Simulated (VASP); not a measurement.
GeSe: electric field gradients with r2SCAN

GeSe:

```xyz
8
Lattice="10.8200 0.0000 0.0000 0.0000 3.8500 0.0000 0.0000 0.0000 4.4000" Properties=species:S:1:pos:R:3 pbc="T T T"
Ge    1.2993    0.9625    0.5088
Ge    9.5207    2.8875    3.8912
Ge    4.1107    2.8875    2.7088
Ge    6.7093    0.9625    1.6912
Se    9.2478    0.9625    2.1739
Se    1.5722    2.8875    2.2261
Se    6.9822    2.8875   -0.0261
Se    3.8378    0.9625    0.0261
```

```yaml
Program: VASP 6.6.1
Task: electric field gradients
Functional: r2SCAN
Potentials_or_basis: VASP PAW PBE potentials, release 64 (Ge_d, Se)
Cutoff: 450 eV
k_mesh: 4 × 11 × 10
Occupations: fermi-dirac, width 0.02 eV
Spin: no spin polarisation
Dipole_correction: no
Further_INCAR_settings: ALGO = Normal; EDIFF = 1e-08; NBANDS = 50
```

The pressure is 0.3 GPa and the largest force is 0.299 eV/Å. The band gap on the k mesh is 0.90 eV (least direct gap 1.10 eV) and the largest electric field gradient by atom is Ge -65.5; Se -94.0 V/Å².

Forces in eV/Å, atoms in the order of the input:
```
Ge   0.213  0.000  0.210
Ge  -0.213  0.000 -0.210
Ge  -0.213  0.000  0.210
Ge   0.213  0.000 -0.210
Se  -0.150  0.000  0.232
Se   0.150  0.000 -0.232
Se   0.150  0.000  0.232
Se  -0.150  0.000 -0.232
```

Stress tensor (GPa, compression positive):
```
0.52 0.00 0.00
0.00 0.02 0.00
0.00 0.00 0.43
```

Levels at points of the mesh, in eV from the valence-band top:
```csv
k point,band 38,band 39,band 40,band 41,band 42,band 43
"(0.00, 0.00, 0.00)",-1.07,-0.89,-0.20,0.90,3.00,3.05
"(0.50, 0.00, 0.00)",-1.79,-0.46,-0.46,2.66,2.66,2.78
"(0.00, 0.00, 0.50)",-0.88,-0.31,-0.31,1.48,1.48,2.25
"(0.50, 0.00, 0.50)",-0.53,-0.44,-0.44,1.51,1.51,2.32
```

Electric field gradients, principal values (V/Å²):
| atom | least | middle | greatest (by size) |
| --- | --- | --- | --- |
| 1 Ge | 24.052 | 41.484 | -65.536 |
| 2 Ge | 24.052 | 41.484 | -65.536 |
| 3 Ge | 24.052 | 41.484 | -65.536 |
| 4 Ge | 24.052 | 41.484 | -65.536 |
| 5 Se | 45.623 | 48.386 | -94.009 |
| 6 Se | 45.623 | 48.386 | -94.009 |
| 7 Se | 45.623 | 48.386 | -94.009 |
| 8 Se | 45.623 | 48.386 | -94.009 |

It took 20 min on 4 MPI ranks on Oxide Virtual Turin-like Processor, on a shared host, peak memory 0.67 GiB a rank.

Caveat: without QUAD_EFG the Cq values of the log hold for a quadrupole moment of 1 mb, not for the nuclei; the PAW data sets were made with another functional, which shifts forces and pressure a little. A k mesh can miss the band edges.
